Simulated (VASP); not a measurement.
## Zr: single point with RPBE

Zr:

```
Zr
1.0
    -1.87455    1.87455    1.87455
     1.87455   -1.87455    1.87455
     1.87455    1.87455   -1.87455
Zr
1
Direct
  0.00000 0.00000 0.00000
```

This cell differs from its parent crystal: volume scaled by 1.12.

* Program: VASP 6.6.1
* Task: single point
* Functional: RPBE
* Potentials or basis: VASP PAW PBE potentials, release 64 (Zr_sv)
* Cutoff: 520 eV
* k mesh: 14 × 14 × 14
* Occupations: fermi-dirac, width 0.1 eV
* Spin: no spin polarisation

The pressure is -7.8 GPa and the band gap on the k mesh is zero (band 6 reaches 8.56 eV, above the bottom of band 7 at 6.93 eV).

Levels at points of the mesh, in eV from the Fermi level:
```csv
k point,band 2,band 3,band 4,band 5,band 6,band 7,band 8,band 9,band 10,band 11
"(0.00, 0.00, 0.00)",-26.48,-26.48,-26.48,-5.13,1.05,1.05,1.05,3.19,3.19,11.94
"(0.50, 0.00, 0.00)",-27.12,-26.69,-26.48,-2.45,-0.47,1.14,3.13,3.71,5.39,8.72
"(0.50, 0.50, 0.50)",-26.93,-26.93,-26.93,-2.07,-2.07,4.85,4.85,4.85,6.54,6.54
```

It took 7.6 s on 1 thread of Intel(R) Xeon(R) 6975P-C (Granite Rapids), on a shared host, peak memory 0.15 GiB.

Caveat: the PAW data sets were made with another functional, which shifts forces and pressure a little.
